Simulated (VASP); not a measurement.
# Na (Im-3m) in VASP: notebook

Na is run at these levels: PBEsol; tasks: single point, relaxation of cell and atoms.

All numbers are computed with VASP 6.6.1; they aren't measurements. Logs are shortened: lines on timing, memory, paths and dates and some standing lists are left out, and cuts for length are marked.

**1. The cell of the first run**

The structure is cubic, space group Im-3m (No. 229). Conventional cell: a = 4.183 Å, b = 4.183 Å, c = 4.183 Å, α = 90.00°, β = 90.00°, γ = 90.00°. Na (site symmetry m-3m) has 14 Na at 3.62 to 4.18 Å within 4.8 Å.

**2. Single point, PBEsol**

Contents of INCAR:

```
SYSTEM = Na
PREC = Accurate
ENCUT = 520
EDIFF = 1E-6
ISMEAR = -1
SIGMA = 0.1
LREAL = .False.
LASPH = .True.
NELM = 80
ALGO = Normal
ISIF = 2
LWAVE = .False.
LCHARG = .True.
GGA = PS
LELF = .True.
LVHAR = .True.
NBANDS = 10
```

Contents of KPOINTS:

```
regular mesh
0
Gamma
  6 6 6
  0 0 0
```

Contents of POSCAR:

```
Na
1.0
    3.6226996229     -0.0000000201     -0.0000000347
   -1.2075665221      3.4155139661     -0.0000000347
   -1.2075665221     -1.7077569329      2.9579218906
Na
1
Direct
    0.0000000000      0.0000000000      0.0000000000
```

Potentials or basis: VASP PAW PBE potentials, release 64 (Na_pv).

On the command line:

```
> cat potpaw_PBE.64/Na_pv/POTCAR > POTCAR
> mpirun -np 1 vasp_std > vasp.out
```

OUTCAR:

```text
SYSTEM = Na
   PREC = Accurate
   ENCUT = 520
   EDIFF = 1E-6
   ISMEAR = -1
   LREAL = .False.
   LASPH = .True.
   NELM = 80
   ISIF = 2
   GGA = PS

 ion  position               nearest neighbor table
   1  0.000  0.000  0.000-

  LATTYP: Found a body centered cubic cell.
 ALAT       =     4.1831332050

  Lattice vectors:

 A1 = (   3.6226996229,  -0.0000000201,  -0.0000000347)
 A2 = (  -1.2075665221,   3.4155139661,  -0.0000000347)
 A3 = (  -1.2075665221,  -1.7077569329,   2.9579218906)

Analysis of symmetry for initial positions (statically):
=====================================================================
 Subroutine PRICEL returns:
 Original cell was already a primitive cell.

 Routine SETGRP: Setting up the symmetry group for a
 body centered cubic supercell.

 Subroutine GETGRP returns: Found 48 space group operations
 (whereof 48 operations were pure point group operations)
 out of a pool of 48 trial point group operations.

The static configuration has the point symmetry O_h .

Analysis of symmetry for dynamics (positions and initial velocities):
=====================================================================
 Subroutine PRICEL returns:
 Original cell was already a primitive cell.

 Routine SETGRP: Setting up the symmetry group for a
 body centered cubic supercell.

 Subroutine GETGRP returns: Found 48 space group operations
 (whereof 48 operations were pure point group operations)
 out of a pool of 48 trial point group operations.

The dynamic configuration has the point symmetry O_h .

 Subroutine INISYM returns: Found 48 space group operations
 (whereof 48 operations are pure point group operations),
 and found     1 'primitive' translations

----------------------------------------------------------------------------------------

                                     Primitive cell

  volume of cell :      36.5995

  direct lattice vectors                    reciprocal lattice vectors
     3.622699623 -0.000000020 -0.000000035     0.276037241  0.097593902  0.169037592
    -1.207566522  3.415513966 -0.000000035     0.000000003  0.292781707  0.169037592
    -1.207566522 -1.707756933  2.957921891     0.000000003  0.000000005  0.338075192

  length of vectors
     3.622699623  3.622699623  3.622699623     0.338075192  0.338075192  0.338075192

  position of ions in fractional coordinates (direct lattice)
     0.000000000  0.000000000  0.000000000
[... 69 lines left out ...]
   EDIFFG = 0.1E-04   stopping-criterion for IOM
   NSW    =      0    number of steps for IOM
   IBRION =     -1    ionic relax: 0-MD 1-quasi-New 2-CG
   NFREE  =      0    steps in history (QN), initial steepest desc. (CG)
   ISIF   =      2    stress and relaxation
   ISYM   =      2    0-nonsym 1-usesym 2-fastsym
   POTIM  = 0.5000    time-step for ionic-motion
   TEBEG  =    0.0;   TEEND  =   0.0 temperature during run
   PSTRESS=    0.0 pullay stress
   NELECT =       7.0000    total number of electrons
   NUPDOWN=      -1.0000    fix difference up-down
   EMIN   =  10.00;   EMAX   =-10.00  energy-range for DOS
   EFERMI =   0.00;   METHOD = LEGACY
   ISMEAR =    -1;   SIGMA  =   0.10  broadening in eV -4-tet -1-fermi 0-gaus
   EFERMI_NEDOS =   21; number of points for ismear=-14 and -15
   IALGO  =     38    algorithm
   IMIX   =      4    mixing-type and parameters
     AMIX     =   0.40;   BMIX     =  1.00
     AMIX_MAG =   1.60;   BMIX_MAG =  1.00
  volume/ion in A,a.u.               =      36.60       246.99
  Fermi-wavevector in a.u.,A,eV,Ry     =   0.943226  1.782439 12.104770  0.889675
  Thomas-Fermi vector in A             =   2.070913
   LORBIT       =      0    0 simple, 1 ext, 2 COOP (PROOUT), +10 PAW based schemes
   GGA     = PS    functional components
   LHFCALC =     F    Hartree Fock is set to
   AEXX    =    0.0000 exact exchange contribution
   IVDW    =     0    specifies the selected vdW correction
   LEPSILON=     F    determine dielectric tensor
   LRPA    =     F    only Hartree local field effects (RPA)
 non-spin polarized calculation
  energy-cutoff  :      520.00
  volume of cell :       36.60
 maximum number of plane-waves:       997
   NGX = 13   NGY = 13   NGZ = 13

 number of electron       7.0000000 magnetization

 Free energy of the ion-electron system (eV)
  ---------------------------------------------------
  ext. energy  EPLUGINS =         0.00000000
  ---------------------------------------------------
  free energy    TOTEN  =        -1.38689147 eV

  energy without entropy =       -1.35560538  energy(sigma->0) =       -1.37124842

 E-fermi :   0.3558     XC(G=0):  -6.5352

 val. band max:       -0.0814671069   @ k =   0.1667   0.1667   0.1667
 cond. band min:       0.3804669025   @ k =   0.3333   0.1667   0.0000
 fundamental gap:      0.4619340094
 Fermi energy:         0.3557778496

 k-point     1 :       0.0000    0.0000    0.0000
  band No.  band energies     occupation
      1     -24.4335      2.00000
      2     -24.4335      2.00000
      3     -24.4335      2.00000
      4      -2.9629      2.00000
      5      12.1572      0.00000
      6      12.1572      0.00000
      7      12.1572      0.00000
      8      13.1696      0.00000
      9      13.1696      0.00000
     10      13.7169      0.00000
[... 183 lines left out ...]
 k-point    16 :       0.5000    0.5000    0.5000
  band No.  band energies     occupation
      1     -24.4608      2.00000
      2     -24.4608      2.00000
      3     -24.4608      2.00000
      4       4.8773      0.00000
      5       4.8773      0.00000
      6       5.2735      0.00000
      7       5.2735      0.00000
      8       5.2735      0.00000
      9       8.2019      0.00000
     10      19.9758      0.00000

------------------------ aborting loop because EDIFF is reached ----------------------------------------

  FORCE on cell =-STRESS in cart. coord.  units (eV):
  Direction    XX          YY          ZZ          XY          YZ          ZX
  --------------------------------------------------------------------------------------
  -------------------------------------------------------------------------------------
  Total        0.0046180      0.0046180      0.0046180     -0.0000000      0.0000000     -0.0000000
  in kB        0.2021556      0.2021556      0.2021556     -0.0000000      0.0000000     -0.0000000
  external PRESSURE =       0.2021556 kB  Pullay stress =       0.0000000 kB

 VOLUME and BASIS-vectors are now :
 -----------------------------------------------------------------------------
  energy-cutoff  :      520.00
  volume of cell :       36.60
      direct lattice vectors                 reciprocal lattice vectors
     3.622699623 -0.000000020 -0.000000035     0.276037241  0.097593902  0.169037592
    -1.207566522  3.415513966 -0.000000035     0.000000003  0.292781707  0.169037592
    -1.207566522 -1.707756933  2.957921891     0.000000003  0.000000005  0.338075192

 POSITION                                       TOTAL-FORCE (eV/Angst)
 -----------------------------------------------------------------------------------
      0.00000      0.00000      0.00000        -0.000000      0.000000      0.000000
 -----------------------------------------------------------------------------------
    total drift:                               -0.000000      0.000000     -0.000000

  FREE ENERGIE OF THE ION-ELECTRON SYSTEM (eV)
  ---------------------------------------------------
  free  energy   TOTEN  =        -1.3868914660 eV

  energy  without entropy=       -1.3556053800  energy(sigma->0) =       -1.37124842
```

Run time: 2.5 s. Hardware: 1 thread of Intel Xeon 6975P-C (Granite Rapids), shared host; peak memory 0.14 GiB.

Results:

* Free energy: -1.3869 eV
* Pressure: 0.0 GPa

Caveat: the PAW data sets were made with another functional, which shifts forces and pressure a little.

**3. Relaxation of cell and atoms, PBEsol**

This run uses another cell than the first one, of 39.26 Å³/atom, 1.073 times its volume.

Contents of INCAR:

```
ALGO     = Normal         # electronic algorithm
EDIFF    = 1E-6           # SCF threshold, eV
EDIFFG   = -0.01          # ionic threshold
ENCUT    = 600            # plane-wave cutoff, eV
GGA      = PS             # functional
IBRION   = 2              # ionic algorithm
ISIF     = 3              # what is computed and relaxed
ISMEAR   = -1             # smearing method
LASPH    = True           # aspherical terms in the spheres
LCHARG   = False          # write CHGCAR
LREAL    = False          # projectors in reciprocal space
LWAVE    = False          # write WAVECAR
NELM     = 80             # most SCF steps
NSW      = 60             # ionic steps
PREC     = Accurate       # precision mode
SIGMA    = 0.1            # smearing width, eV
```

Contents of KPOINTS:

```
k-points
0
Gamma
  6 6 6
```

Contents of POSCAR:

```
Na
1.0
    3.7083210000      0.0000000000      0.0000000000
   -1.2361069613      3.4962385816      0.0000000000
   -1.2361069613     -1.7481192087      3.0278314768
Na
1
Direct
    0.0000000000      0.0000000000      0.0000000000
```

Potentials or basis: VASP PAW PBE potentials, release 64 (Na_pv).

On the command line:

```
> cat potpaw_PBE.64/Na_pv/POTCAR > POTCAR
> mpirun -np 1 vasp_std > vasp.out
```

Wall time 5 s (1 thread of Intel Xeon 6975P-C (Granite Rapids), shared host); peak memory 0.15 GiB.

It converged, with:

```
Free energy                            : -1.3872 eV
Relaxed volume                         : 36.76 Å³/atom
Relaxed cell                           : a = 3.628 Å, b = 3.628 Å, c = 3.628 Å, α = 109.47°, β = 109.47°, γ = 109.47°
Space group after relaxing (to 0.05 Å) : Im-3m (No. 229)
Energy gained by relaxing              : 3.8 meV/atom
Ionic steps                            : 3
Pressure after relaxing                : 0.0 GPa
```

The path:
```tsv
step	energy change (eV)	largest force (eV/Å)	pressure (GPa)	volume (Å³)
1	0.0000	0.0000	-0.46	39.26
2	-0.0016	0.0000	-0.35	38.62
3	-0.0038	0.0000	-0.02	36.76
```

Final structure:
```xyz
1
Lattice="3.6280 0.0000 0.0000 -1.2093 3.4205 0.0000 -1.2093 -1.7102 2.9622" Properties=species:S:1:pos:R:3 pbc="T T T"
Na   -1.2093   -1.7102    2.9622
```

Levels at points of the mesh, in eV from the Fermi level:
```
           k point  band 1  band 2  band 3  band 4  band 5  band 6
(0.00, 0.00, 0.00)  -24.79  -24.79  -24.79   -3.31   11.77   11.77
(0.50, 0.00, 0.00)  -24.83  -24.81  -24.79    0.74    1.22    8.22
(0.50, 0.50, 0.50)  -24.82  -24.82  -24.82    4.51    4.51    4.90
```

Caveat: the PAW data sets were made with another functional, which shifts forces and pressure a little.
